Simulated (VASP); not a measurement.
Wanted: the native input for a VASP 6.6.1 run.

- Task: relaxation of cell and atoms
- Functional: PBE
- Potentials or basis: VASP PAW PBE potentials, release 64 (Mg, Ge_d, N)
- Cutoff: 600 eV
- k mesh: 6 × 6 × 4
- Occupations: gaussian, width 0.1 eV
- Spin: no spin polarisation
- Dipole correction: no
- Further INCAR settings: ALGO = Normal; EDIFF = 1e-06; IBRION = 2; EDIFFG = -0.04; NSW = 90; ISIF = 3

The structure of Mg2Ge2N lies in POSCAR:

```
Mg2Ge2N
1.0
    3.9750685800      0.0000000000      0.0000000000
   -1.9875342900      3.4425103700      0.0000000000
    0.0000000000      0.0000000000      6.7768219500
Mg Ge N
2 2 1
Direct
    0.3333333300      0.6666666700      0.0000000000
    0.0000000000      0.0000000000      0.5000000000
    0.0000000000      0.0000000000      0.1326452800
    0.0000000000      0.0000000000      0.8673547200
    0.3333333300      0.6666666700      0.5000000000
```

The cell was generated, and may not be a known phase.

One way to write it, as run:

INCAR

```
ALGO = Normal ; EDIFF = 1E-6
EDIFFG = -0.04 ; ENCUT = 600
GGA = PE ; IBRION = 2
ISIF = 3 ; ISMEAR = 0
LASPH = True ; LCHARG = False
LREAL = False ; LWAVE = False
NELM = 60 ; NSW = 90
PREC = Accurate ; SIGMA = 0.1
```

KPOINTS

```
k-points
0
Gamma
  6 6 4
```

Potentials or basis: VASP PAW PBE potentials, release 64 (Mg, Ge_d, N).

Run with:

```bash
$ cat potpaw_PBE.64/Mg/POTCAR potpaw_PBE.64/Ge_d/POTCAR potpaw_PBE.64/N/POTCAR > POTCAR
$ mpirun -np 1 vasp_std > vasp.out
```

It gave:

* Relaxed volume: 19.38 Å³/atom
* Relaxed cell: a = 3.395 Å, b = 3.395 Å, c = 9.707 Å, α = 90.00°, β = 90.00°, γ = 120.00°
* Space group after relaxing (to 0.1 Å): P-6m2 (No. 187)
* Energy gained by relaxing: 1097.7 meV/atom
* Ionic steps: 38
* Pressure after relaxing: -0.1 GPa
* Largest force after relaxing: 0.012 eV/Å
* Band gap on the k mesh: zero (an odd number of electrons rules out a gap without spin polarisation)

Caveat: a cell axis changed by over 15 % at a fixed basis, so the end point is rough; an odd number of electrons without spin polarisation forces a metal; a magnetic or distorted state may lie lower.

It took 14 min on 1 thread of AMD EPYC 9R45 96-Core Processor (Zen 5) (shared host), peak memory 0.24 GiB.
